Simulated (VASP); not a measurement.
Input of a VASP 6.6.1 run:

INCAR

```
  ALGO = Normal
  EDIFF = 1E-6
  ENCUT = 520
  GGA = RP
  ISIF = 2
  ISMEAR = -1
  LASPH = True
  LCHARG = False
  LREAL = False
  LWAVE = False
  NBANDS = 14
  NELM = 80
  PREC = Accurate
  SIGMA = 0.1
```

KPOINTS

```
k-points
0
Gamma
  12 12 12
```

File POSCAR:

```
Bi
1.0
   -2.0117779478      2.0117779478      2.0117779478
    2.0117779478     -2.0117779478      2.0117779478
    2.0117779478      2.0117779478     -2.0117779478
Bi
1
Direct
    0.0000000000      0.0000000000      0.0000000000
```

Potentials or basis: VASP PAW PBE potentials, release 64 (Bi_d).

Command:

```bash
$ cat potpaw_PBE.64/Bi_d/POTCAR > POTCAR
$ mpirun -np 1 vasp_std > vasp.out
```

Problem. Estimate the pressure.

Solution. -0.3 GPa.

Caveat: the PAW data sets were made with another functional, which shifts forces and pressure a little.
